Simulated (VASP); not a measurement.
# MgO (P6_3/mmc) in VASP: single point with r2SCAN

Aim: the single point of MgO with r2SCAN.

All numbers are computed with VASP 6.6.1; they aren't measurements. Logs are shortened: lines on timing, memory, paths and dates and some standing lists are left out, and cuts for length are marked.

### Step 1. The cell of the first run

Symmetry: P6_3/mmc, No. 194, hexagonal system. The conventional cell has a = 3.486 Å, b = 3.486 Å, c = 4.178 Å, α = 90.00°, β = 90.00°, γ = 120.00°. Mg (site symmetry -6m2) has 5 O at 2.01 to 2.09 Å within 2.7 Å. Within 2.7 Å of O (site symmetry -6m2) lie 5 Mg at 2.01 to 2.09 Å.

### Step 2. Single point, r2SCAN

Input file POSCAR:

```
MgO
1.0
    3.4863778600      0.0000000000      0.0000000000
   -1.7431889300      3.0192918000      0.0000000000
    0.0000000000      0.0000000000      4.1780412200
Mg O
2 2
Direct
    0.6666666700      0.3333333300      0.7500000000
    0.3333333300      0.6666666700      0.2500000000
    0.6666666700      0.3333333300      0.2500000000
    0.3333333300      0.6666666700      0.7500000000
```

Input file INCAR.step1:

```
SYSTEM = MgO
  PREC = Accurate
  ENCUT = 520
  ISMEAR = 0
  SIGMA = 0.01
  LREAL = .FALSE.
  LASPH = .TRUE.
  NELM = 100
  NBANDS = 16
  GGA = PE
  ALGO = Normal
  EDIFF = 1E-4
  LWAVE = .TRUE.
  LCHARG = .FALSE.
```

Input file INCAR.step2:

```
SYSTEM = MgO
  PREC = Accurate
  ENCUT = 520
  EDIFF = 1E-6
  ISMEAR = 0
  SIGMA = 0.01
  LREAL = .FALSE.
  LASPH = .TRUE.
  NELM = 100
  ALGO = Normal
  ISIF = 2
  LWAVE = .FALSE.
  LCHARG = .FALSE.
  METAGGA = R2SCAN
  LMIXTAU = .TRUE.
  NBANDS = 16
  ISTART = 1
```

Input file KPOINTS:

```
Automatic mesh
0
G
  5 5 4
  0 0 0
```

Potentials or basis: VASP PAW PBE potentials, release 64 (Mg, O).

The run is started by

```bash
> cat potpaw_PBE.64/Mg/POTCAR potpaw_PBE.64/O/POTCAR > POTCAR
> cp INCAR.step1 INCAR
> mpirun -np 1 vasp_std > vasp.out
> cp INCAR.step2 INCAR
> mpirun -np 1 vasp_std > vasp.out
```

OUTCAR:

```text
SYSTEM = MgO
   PREC = Accurate
   ENCUT = 520
   EDIFF = 1E-6
   ISMEAR = 0
   LREAL = .FALSE.
   LASPH = .TRUE.
   NELM = 100
   ISIF = 2
   METAGGA = R2SCAN
   ISTART = 1

 ion  position               nearest neighbor table
   1  0.667  0.333  0.750-   4 2.01   4 2.01   4 2.01   3 2.09   3 2.09   2 2.90   2 2.90   2 2.90
                             2 2.90   2 2.90   2 2.90
   2  0.333  0.667  0.250-   3 2.01   3 2.01   3 2.01   4 2.09   4 2.09   1 2.90   1 2.90   1 2.90
                             1 2.90   1 2.90   1 2.90
   3  0.667  0.333  0.250-   2 2.01   2 2.01   2 2.01   1 2.09   1 2.09
   4  0.333  0.667  0.750-   1 2.01   1 2.01   1 2.01   2 2.09   2 2.09

  LATTYP: Found a hexagonal cell.
 ALAT       =     3.4863778600
 C/A-ratio  =     1.1983902456

  Lattice vectors:

 A1 = (   3.4863778600,   0.0000000000,   0.0000000000)
 A2 = (  -1.7431889300,   3.0192918000,   0.0000000000)
 A3 = (   0.0000000000,   0.0000000000,   4.1780412200)

Analysis of symmetry for initial positions (statically):
=====================================================================
 Subroutine PRICEL returns:
 Original cell was already a primitive cell.

 Routine SETGRP: Setting up the symmetry group for a
 hexagonal supercell.

 Subroutine GETGRP returns: Found 24 space group operations
 (whereof 12 operations were pure point group operations)
 out of a pool of 24 trial point group operations.

The static configuration has the point symmetry D_3d.
 The point group associated with its full space group is D_6h.

Analysis of symmetry for dynamics (positions and initial velocities):
=====================================================================
 Subroutine PRICEL returns:
 Original cell was already a primitive cell.

 Routine SETGRP: Setting up the symmetry group for a
 hexagonal supercell.

 Subroutine GETGRP returns: Found 24 space group operations
 (whereof 12 operations were pure point group operations)
 out of a pool of 24 trial point group operations.

The dynamic configuration has the point symmetry D_3d.
 The point group associated with its full space group is D_6h.

 Subroutine INISYM returns: Found 24 space group operations
 (whereof 12 operations are pure point group operations),
 and found     1 'primitive' translations

----------------------------------------------------------------------------------------

                                     Primitive cell

  volume of cell :      43.9797

  direct lattice vectors                    reciprocal lattice vectors
     3.486377860  0.000000000  0.000000000     0.286830642  0.165601748  0.000000000
    -1.743188930  3.019291800  0.000000000     0.000000000  0.331203496  0.000000000
     0.000000000  0.000000000  4.178041220     0.000000000  0.000000000  0.239346609

  length of vectors
     3.486377860  3.486377865  4.178041220     0.331203497  0.331203496  0.239346609

  position of ions in fractional coordinates (direct lattice)
     0.666666670  0.333333330  0.750000000
     0.333333330  0.666666670  0.250000000
     0.666666670  0.333333330  0.250000000
     0.333333330  0.666666670  0.750000000

  ion indices of the primitive-cell ions
   primitive index   ion index
                 1           1
                 2           2
                 3           3
                 4           4

----------------------------------------------------------------------------------------

 KPOINTS: Automatic mesh

Automatic generation of k-mesh.
 Grid dimensions read from file:
 generate k-points for:    5    5    4

 Generating k-lattice:

  Cartesian coordinates                     Fractional coordinates (reciprocal lattice)
     0.057366128  0.033120350  0.000000000     0.200000000  0.000000000  0.000000000
     0.000000000  0.066240699  0.000000000     0.000000000  0.200000000  0.000000000
     0.000000000  0.000000000  0.059836652     0.000000000  0.000000000  0.250000000

  Length of vectors
     0.066240699  0.066240699  0.059836652

  Shift w.r.t. Gamma in fractional coordinates (k-lattice)
     0.000000000  0.000000000  0.000000000

 Subroutine IBZKPT returns following result:
 ===========================================

 Found     15 irreducible k-points:

 Following reciprocal coordinates:
            Coordinates               Weight
  0.000000  0.000000  0.000000      1.000000
  0.200000  0.000000  0.000000      6.000000
  0.400000  0.000000  0.000000      6.000000
  0.200000  0.200000  0.000000      6.000000
  0.400000  0.200000  0.000000      6.000000
  0.000000  0.000000  0.250000      2.000000
  0.200000  0.000000  0.250000     12.000000
  0.400000  0.000000  0.250000     12.000000
  0.200000  0.200000  0.250000     12.000000
  0.400000  0.200000  0.250000     12.000000
  0.000000  0.000000  0.500000      1.000000
  0.200000  0.000000  0.500000      6.000000
  0.400000  0.000000  0.500000      6.000000
  0.200000  0.200000  0.500000      6.000000
  0.400000  0.200000  0.500000      6.000000
   k-points           NKPTS =     15   k-points in BZ     NKDIM =     15   number of bands    NBANDS=     16
   number of dos      NEDOS =    301   number of ions     NIONS =      4
   total plane-waves  NPLWV =  25088
   dimension x,y,z NGX =    28 NGY =   28 NGZ =   32
   dimension x,y,z NGXF=    56 NGYF=   56 NGZF=   64
   ions per type =               2   2
   NGX,Y,Z   is equivalent  to a cutoff of  13.35, 13.35, 12.73 a.u.
   NGXF,Y,Z  is equivalent  to a cutoff of  26.70, 26.70, 25.47 a.u.
 SYSTEM =  MgO
   PREC   = accura    normal or accurate (medium, high low for compatibility)
   ISTART =      1    job   : 0-new  1-cont  2-samecut
   ICHARG =      0    charge: 1-file 2-atom 10-const
   ISPIN  =      1    spin polarized calculation?
   LNONCOLLINEAR =      F non collinear calculations
   LSORBIT =      F    spin-orbit coupling
   LASPH  =      T    aspherical Exc in radial PAW
   ENCUT  =  520.0 eV  38.22 Ry    6.18 a.u.   6.48  6.48  7.77*2*pi/ulx,y,z
   NELM   =    100;   NELMIN=  2; NELMDL=  0     # of ELM steps
   EDIFF  = 0.1E-05   stopping-criterion for ELM
   LREAL  =      F    real-space projection
   EDIFFG = 0.1E-04   stopping-criterion for IOM
   NSW    =      0    number of steps for IOM
   IBRION =     -1    ionic relax: 0-MD 1-quasi-New 2-CG
   NFREE  =      0    steps in history (QN), initial steepest desc. (CG)
   ISIF   =      2    stress and relaxation
   ISYM   =      2    0-nonsym 1-usesym 2-fastsym
   POTIM  = 0.5000    time-step for ionic-motion
   TEBEG  =    0.0;   TEEND  =   0.0 temperature during run
   PSTRESS=    0.0 pullay stress
   NELECT =      16.0000    total number of electrons
   NUPDOWN=      -1.0000    fix difference up-down
   EMIN   =  10.00;   EMAX   =-10.00  energy-range for DOS
   EFERMI =   0.00;   METHOD = LEGACY
   ISMEAR =     0;   SIGMA  =   0.01  broadening in eV -4-tet -1-fermi 0-gaus
   EFERMI_NEDOS =   21; number of points for ismear=-14 and -15
   IALGO  =     38    algorithm
   IMIX   =      4    mixing-type and parameters
     AMIX     =   0.40;   BMIX     =  1.00
     AMIX_MAG =   1.60;   BMIX_MAG =  1.00
  volume/ion in A,a.u.               =      10.99        74.20
  Fermi-wavevector in a.u.,A,eV,Ry     =   1.168685  2.208494 18.583167  1.365824
  Thomas-Fermi vector in A             =   2.305168
   LORBIT       =      0    0 simple, 1 ext, 2 COOP (PROOUT), +10 PAW based schemes
   METAGGA = R2SCAN    functional components
   LHFCALC =     F    Hartree Fock is set to
   AEXX    =    0.0000 exact exchange contribution
   IVDW    =     0    specifies the selected vdW correction
   LEPSILON=     F    determine dielectric tensor
   LRPA    =     F    only Hartree local field effects (RPA)
 non-spin polarized calculation
 Gauss-broadening in eV      SIGMA  =   0.01
  energy-cutoff  :      520.00
  volume of cell :       43.98
 maximum number of plane-waves:      1204
 NGX is ok and might be reduce to    28
   NGX = 13   NGY = 13   NGZ = 15

 number of electron      15.9999999 magnetization

 Free energy of the ion-electron system (eV)
  ---------------------------------------------------
  ext. energy  EPLUGINS =         0.00000000
  ---------------------------------------------------
  free energy    TOTEN  =       -32.06972534 eV

  energy without entropy =      -32.06972534  energy(sigma->0) =      -32.06972534

 E-fermi :   1.6676     XC(G=0): -10.5623

 val. band max:        1.5944263932   @ k =   0.0000   0.0000   0.0000
 cond. band min:       5.6786751273   @ k =   0.0000   0.0000   0.0000
 fundamental gap:      4.0842487341
 Fermi energy:         1.6676312162

 k-point     1 :       0.0000    0.0000    0.0000
  band No.  band energies     occupation
      1     -16.2968      2.00000
      2     -14.9285      2.00000
      3      -2.0801      2.00000
      4      -0.1734      2.00000
      5      -0.1734      2.00000
      6       0.7638      2.00000
[... 8 lines left out ...]
     15      18.3050      0.00000
     16      18.4078      0.00000

 k-point     2 :       0.2000    0.0000    0.0000
  band No.  band energies     occupation
      1     -16.1139      2.00000
      2     -14.9676      2.00000
      3      -1.7730      2.00000
      4      -0.7907      2.00000
      5      -0.4316      2.00000
      6       0.1413      2.00000
[... 8 lines left out ...]
     15      16.9994      0.00000
     16      17.4069      0.00000

 k-point     3 :       0.4000    0.0000    0.0000
  band No.  band energies     occupation
      1     -15.7213      2.00000
      2     -15.1215      2.00000
      3      -1.8140      2.00000
      4      -1.0276      2.00000
      5      -0.7411      2.00000
      6      -0.3052      2.00000
[... 8 lines left out ...]
     15      17.1230      0.00000
     16      17.4924      0.00000

 k-point     4 :       0.2000    0.2000    0.0000
  band No.  band energies     occupation
      1     -15.8171      2.00000
      2     -15.0719      2.00000
      3      -1.5403      2.00000
      4      -1.2271      2.00000
      5      -0.8519      2.00000
      6      -0.0465      2.00000
[... 8 lines left out ...]
     15      17.1072      0.00000
     16      17.3175      0.00000

 k-point     5 :       0.4000    0.2000    0.0000
  band No.  band energies     occupation
      1     -15.5205      2.00000
      2     -15.2472      2.00000
      3      -2.0187      2.00000
      4      -0.7606      2.00000
      5      -0.5897      2.00000
      6      -0.3988      2.00000
[... 8 lines left out ...]
     15      17.2542      0.00000
     16      17.4997      0.00000

 k-point     6 :       0.0000    0.0000    0.2500
  band No.  band energies     occupation
      1     -16.0980      2.00000
      2     -15.1279      2.00000
      3      -1.7792      2.00000
      4      -0.0455      2.00000
      5      -0.0455      2.00000
      6       0.6172      2.00000
[... 8 lines left out ...]
     15      16.9514      0.00000
     16      19.5663      0.00000
[... 96 lines left out ...]
 k-point    12 :       0.2000    0.0000    0.5000
  band No.  band energies     occupation
      1     -15.5211      2.00000
      2     -15.5211      2.00000
      3      -1.4649      2.00000
      4      -1.4649      2.00000
      5       0.1897      2.00000
      6       0.1897      2.00000
[... 8 lines left out ...]
     15      18.1624      0.00000
     16      18.1624      0.00000

 k-point    13 :       0.4000    0.0000    0.5000
  band No.  band energies     occupation
      1     -15.3675      2.00000
      2     -15.3675      2.00000
      3      -2.1829      2.00000
      4      -2.1829      2.00000
      5       0.0553      2.00000
      6       0.0553      2.00000
[... 8 lines left out ...]
     15      17.4016      0.00000
     16      17.4016      0.00000

 k-point    14 :       0.2000    0.2000    0.5000
  band No.  band energies     occupation
      1     -15.3976      2.00000
      2     -15.3976      2.00000
      3      -1.9485      2.00000
      4      -1.9485      2.00000
      5      -0.2526      2.00000
      6      -0.2526      2.00000
[... 8 lines left out ...]
     15      18.5885      0.00000
     16      18.5885      0.00000

 k-point    15 :       0.4000    0.2000    0.5000
  band No.  band energies     occupation
      1     -15.3198      2.00000
      2     -15.3198      2.00000
      3      -2.1203      2.00000
      4      -2.1203      2.00000
      5      -0.6177      2.00000
      6      -0.6177      2.00000
[... 8 lines left out ...]
     15      19.1928      0.00000
     16      19.1928      0.00000

------------------------ aborting loop because EDIFF is reached ----------------------------------------

  FORCE on cell =-STRESS in cart. coord.  units (eV):
  Direction    XX          YY          ZZ          XY          YZ          ZX
  --------------------------------------------------------------------------------------
  -------------------------------------------------------------------------------------
  Total       -0.2048640     -0.2048640     -0.1620509      0.0000000     -0.0000000      0.0000000
  in kB       -7.4631795     -7.4631795     -5.9035034      0.0000000     -0.0000000      0.0000000
  external PRESSURE =      -6.9432875 kB  Pullay stress =       0.0000000 kB

 VOLUME and BASIS-vectors are now :
 -----------------------------------------------------------------------------
  energy-cutoff  :      520.00
  volume of cell :       43.98
      direct lattice vectors                 reciprocal lattice vectors
     3.486377860  0.000000000  0.000000000     0.286830642  0.165601748  0.000000000
    -1.743188930  3.019291800  0.000000000     0.000000000  0.331203496  0.000000000
     0.000000000  0.000000000  4.178041220     0.000000000  0.000000000  0.239346609

 POSITION                                       TOTAL-FORCE (eV/Angst)
 -----------------------------------------------------------------------------------
      1.74319      1.00643      3.13353         0.000000      0.000000      0.000000
     -0.00000      2.01286      1.04451        -0.000000      0.000000      0.000000
      1.74319      1.00643      1.04451        -0.000000     -0.000000      0.000000
     -0.00000      2.01286      3.13353         0.000000      0.000000      0.000000
 -----------------------------------------------------------------------------------
    total drift:                               -0.000004      0.000003     -0.000000

  FREE ENERGIE OF THE ION-ELECTRON SYSTEM (eV)
  ---------------------------------------------------
  free  energy   TOTEN  =       -32.0697253391 eV

  energy  without entropy=      -32.0697253391  energy(sigma->0) =      -32.06972534
```

Wall time 94 s (1 thread of Intel Xeon 8259CL, shared host); peak memory 0.17 GiB.

What came out:

* Free energy: -32.0697 eV
* Pressure: -0.7 GPa
* Band gap on the k mesh: 4.08 eV, direct

Levels at points of the mesh, in eV from the valence-band top:
```csv
k point,band 6,band 7,band 8,band 9,band 10,band 11
"(0.00, 0.00, 0.00)",-0.83,-0.83,0.00,4.08,10.40,13.19
"(0.00, 0.00, 0.50)",-1.32,-1.32,-1.32,7.14,7.14,13.83
```

Caveat: the PAW data sets were made with another functional, which shifts forces and pressure a little.
